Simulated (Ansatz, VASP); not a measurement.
# One calculation of InAs, two programs

Contents of INCAR:

```
PREC     = Accurate       # precision mode
ENCUT    = 520            # plane-wave cutoff, eV
EDIFF    = 1E-6           # SCF threshold, eV
ISMEAR   = -1             # smearing method
SIGMA    = 0.05           # smearing width, eV
LREAL    = False          # projectors in reciprocal space
LASPH    = True           # aspherical terms in the spheres
NELM     = 80             # most SCF steps
ALGO     = Normal         # electronic algorithm
ISIF     = 2              # what is computed and relaxed
LWAVE    = False          # write WAVECAR
LCHARG   = True           # write CHGCAR
GGA      = PE             # functional
LELF     = True           # ELF
LVHAR    = True         
NBANDS   = 16             # bands
```

KPOINTS

```
Automatic mesh
0
Gamma
  12 12 12
```

File POSCAR:

```
InAs
1.0
    3.5780175664      0.0000000000      0.0000000000
    0.0000000000      3.5780175664      0.0000000000
    0.0000000000      0.0000000000      3.5780175664
In As
1 1
Direct
    0.0000000000      0.0000000000      0.0000000000
    0.5000000000      0.5000000000      0.5000000000
```

Input for Ansatz:

```yaml
crystal:
  lattice:
    - [3.5780175664, 0.0, 0.0]
    - [0.0, 3.5780175664, 0.0]
    - [0.0, 0.0, 3.5780175664]
  atoms:
    - { symbol: In, position: [0.0, 0.0, 0.0] }
    - { symbol: As, position: [0.5, 0.5, 0.5] }
kpoints:
  mp_grid: { grid: [12, 12, 12] }
  band_path:
    path:
      - [0.0, 0.0, 0.0]
      - [0.0, 0.5, 0.0]
      - [0.5, 0.5, 0.0]
      - [0.0, 0.0, 0.0]
      - [0.5, 0.5, 0.5]
      - [0.0, 0.5, 0.0]
      - [0.5, 0.5, 0.5]
      - [0.5, 0.5, 0.0]
    npoints: 14
scf:
  occupations: { method: fermi_dirac, width: 0.05 }
hamiltonian:
  xc: pbe
  pseudopotentials: { kind: all_electron, lapw: { basis_error: 0.001 } }
output:
  forces: true
  stress: true
  eigenvalues: true
  populations: true
  dos: { projected: true, de: 0.2, e_range: [-14, 8] }
```

Alike in both runs: task single point; functional PBE; k mesh 12 × 12 × 12; occupations fermi-dirac, width 0.05 eV; no spin polarisation.

|  | VASP | Ansatz |
| --- | --- | --- |
| version | VASP 6.6.1 | Ansatz 0.2.0 |
| potentials or method | VASP PAW PBE potentials, release 64 (In_d, As), cutoff 520 eV | all-electron LAPW, scalar-relativistic |

```csv
,VASP,Ansatz,Ansatz less VASP
pressure (GPa),0.0,0.0,0.00
```

Ansatz ran all-electron here, and VASP with PAW potentials.
